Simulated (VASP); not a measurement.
Write the native input for VASP 6.6.1 that does the following.

```
Task                   : single point
Functional             : PBE
Potentials or basis    : VASP PAW PBE potentials, release 64 (Cs_sv, Ag, Bi_d, Br)
Cutoff                 : 520 eV
k mesh                 : 4 × 4 × 4
Occupations            : gaussian, width 0.01 eV
Spin                   : no spin polarisation
Dipole correction      : no
Further INCAR settings : ALGO = Normal; EDIFF = 1e-06; NBANDS = 54
```

The structure of Cs2AgBiBr6 lies in POSCAR:

```
Cs2AgBiBr6
1.0
    0.0000000000      5.7373693355      5.7373693355
    5.7373693355      0.0000000000      5.7373693355
    5.7373693355      5.7373693355      0.0000000000
Cs Ag Bi Br
2 1 1 6
Direct
    0.2500000000      0.2500000000      0.2500000000
    0.7500000000      0.7500000000      0.7500000000
    0.0000000000      0.0000000000      0.0000000000
    0.5000000000      0.5000000000      0.5000000000
    0.2486135607      0.7513864393      0.7513864393
    0.2486135607      0.7513864393      0.2486135607
    0.7513864393      0.2486135607      0.7513864393
    0.7513864393      0.2486135607      0.2486135607
    0.7513864393      0.7513864393      0.2486135607
    0.2486135607      0.2486135607      0.7513864393
```

The input as run:

INCAR

```
PREC = Accurate
ENCUT = 520
EDIFF = 1E-6
ISMEAR = 0
SIGMA = 0.01
LREAL = F
LASPH = T
NELM = 80
ALGO = Normal
ISIF = 2
LWAVE = F
LCHARG = F
GGA = PE
NBANDS = 54
```

KPOINTS

```
regular mesh
0
Gamma
  4 4 4
```

Potentials or basis: VASP PAW PBE potentials, release 64 (Cs_sv, Ag, Bi_d, Br).

Command:

```bash
$ cat potpaw_PBE.64/Cs_sv/POTCAR potpaw_PBE.64/Ag/POTCAR potpaw_PBE.64/Bi_d/POTCAR potpaw_PBE.64/Br/POTCAR > POTCAR
$ mpirun -np 1 vasp_std > vasp.out
```

It gave:

| Property | Result |
| --- | --- |
| Pressure | 0.0 GPa |
| Band gap on the k mesh | 1.33 eV (least direct gap 2.38 eV) |

Caveat: spin-orbit coupling is left out, which moves the levels of the heavy elements.

Run time: 4.6 min on 1 thread of Intel(R) Xeon(R) Platinum 8259CL CPU @ 2.50GHz (Skylake/Cascade Lake), on a shared host, peak memory 0.6 GiB.
